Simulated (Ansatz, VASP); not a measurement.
**Al in VASP and in Ansatz**

```
Al
1.0
     2.72144    0.00000    0.00000
     0.00000    2.72144    0.00000
     0.00000    0.00000    2.72220
Al
1
Direct
  0.50000 0.50000 0.00000
```

Alike in both runs: functional PBE; k mesh 20 × 20 × 20; occupations gaussian, width 0.1 eV; no spin polarisation.

Ansatz relaxed the structure, and its values are those at the end. VASP's run is a single point on that final structure, the one shown.

```csv
,VASP,Ansatz
version,VASP 6.6.1,Ansatz 0.2.0
potentials or method,"VASP PAW PBE potentials, release 64 (Al), cutoff 520 eV","scalar-relativistic, plane waves, PAW"
valence electrons in the cell,3,3
```

|  | VASP | Ansatz | Ansatz less VASP |
| --- | --- | --- | --- |
| gap on the k mesh at the Fermi level (eV) | none | none | - |
| pressure (GPa) | 0.0 | 0.0 | +0.02 |

A gap of «none» marks a metal or a gap that the smearing closes.
